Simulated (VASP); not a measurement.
## NiO2: single point with LDA

The system is NiO2.

```
Ni O
1.0
     1.37883    0.79607    4.71571
    -1.37883    0.79607    4.71571
     0.00000   -1.59214    4.71571
Ni O
1 2
Direct
  0.00000 0.00000 0.00000
  0.60151 0.60151 0.60151
  0.39849 0.39849 0.39849
```

- Program: VASP 6.6.1
- Task: single point
- Functional: LDA
- Potentials or basis: VASP PAW LDA potentials, release 64 (Ni, O)
- Cutoff: 520 eV
- k mesh: 12 × 12 × 12
- Occupations: gaussian, width 0.02 eV
- Spin: no spin polarisation
- Dipole correction: no
- Further INCAR settings: ALGO = Normal; EDIFF = 1e-06; NBANDS = 18

| Quantity | Value |
| --- | --- |
| Pressure | 1.0 GPa |
| Largest force | 0.093 eV/Å |
| Band gap on the k mesh | 0.89 eV, indirect (least direct gap 1.14 eV) |

Forces in eV/Å, atoms in the order of the input:
```
Ni   0.000  0.000  0.000
O    0.000  0.000 -0.093
O    0.000  0.000  0.093
```

Stress tensor (GPa, compression positive):
```
1.22 0.00 0.00
0.00 1.22 0.00
0.00 0.00 0.45
```

Levels at points of the mesh, in eV from the valence-band top:
```
           k point  band 8  band 9  band 10  band 11  band 12  band 13  band 14  band 15
(0.00, 0.00, 0.00)   -1.26   -1.26    -0.98    -0.45     2.29     2.29     7.62    11.33
(0.50, 0.00, 0.00)   -2.26   -1.93    -1.81    -1.12     1.76     2.11    11.89    12.37
(0.50, 0.50, 0.00)   -1.93   -1.85    -1.73    -1.18     1.41     2.18    12.22    12.97
(0.50, 0.50, 0.50)   -2.25   -1.21    -1.21    -0.05     2.25     2.25     9.45    10.13
```

It took 3 min on 1 thread of Intel(R) Xeon(R) Platinum 8488C (Sapphire Rapids), on a shared host, peak memory 0.26 GiB.

A k mesh can miss the band edges. As with any semilocal functional, this LDA gap is likely too small.
